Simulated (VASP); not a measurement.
Here is a VASP 6.6.1 calculation.

File POSCAR:

```
AlN
1.0
    1.5533326688     -2.6904511034      0.0000000000
    0.0000000000      0.0000000000     -4.9784048385
   10.0966623470      4.0356766550      2.4892024192
Al N
8 8
Direct
    0.0833333334      1.4149737644      0.8333333333
   -0.0416666666      1.0399737644      0.0833333333
    0.3333333334      1.1649737644      0.3333333333
   -0.2916666666      1.2899737644      0.5833333333
   -0.4583333333      0.9566404310      0.9166666667
    0.4166666667      0.5816404311      0.1666666667
   -0.2083333333      0.7066404310      0.4166666667
    0.1666666667      0.8316404310      0.6666666667
    0.0833333334      1.0333595690      0.8333333333
   -0.0416666666      0.6583595689      0.0833333333
    0.3333333334      0.7833595690      0.3333333333
   -0.2916666666      0.9083595690      0.5833333333
   -0.4583333333      0.5750262356      0.9166666667
    0.4166666667      0.2000262357      0.1666666667
   -0.2083333333      0.3250262356      0.4166666667
    0.1666666667      0.4500262356      0.6666666667
```

Contents of INCAR.step1:

```
SYSTEM = AlN
PREC = Accurate
ENCUT = 520
ISMEAR = 0
SIGMA = 0.05
LREAL = Auto
LASPH = .True.
NELM = 80
NBANDS = 46
ISYM = 0
GGA = PE
ALGO = Normal
EDIFF = 1E-4
LWAVE = .True.
LCHARG = .False.
```

The input INCAR.step2:

```
SYSTEM = AlN
PREC = Accurate
ENCUT = 520
EDIFF = 1E-6
ISMEAR = 0
SIGMA = 0.05
LREAL = Auto
LASPH = .True.
NELM = 80
ALGO = Normal
ISIF = 2
LWAVE = .False.
LCHARG = .False.
METAGGA = R2SCAN
LMIXTAU = .True.
NBANDS = 46
ISYM = 0
ISTART = 1
```

Contents of KPOINTS:

```
Automatic mesh
0
Gamma
  7 5 2
  0 0 0
```

Potentials or basis: VASP PAW PBE potentials, release 64 (Al, N).

Command:

```bash
$ cat potpaw_PBE.64/Al/POTCAR potpaw_PBE.64/N/POTCAR > POTCAR
$ cp INCAR.step1 INCAR
$ mpirun -np 1 vasp_std > vasp.out
$ cp INCAR.step2 INCAR
$ mpirun -np 1 vasp_std > vasp.out
```

Q: Predict the largest force.

A: 4.987 eV/Å.

Q: Estimate the band gap on the k mesh.

A: Zero (bands 32 and 33 overlap by 0.24 eV).

Q: Estimate the pressure.

A: 5.2 GPa.

Stress tensor (GPa, compression positive):
```
10.93  2.40  0.00
 2.40  8.15  0.00
 0.00  0.00 -3.62
```

Caveat: the cell differs from its parent crystal (the part above a cut slid along it); the stress differs along the axes, from -4 to 11 GPa; semilocal functionals underestimate gaps, and a narrow one can read as zero; the PAW data sets were made with another functional, which shifts forces and pressure a little.
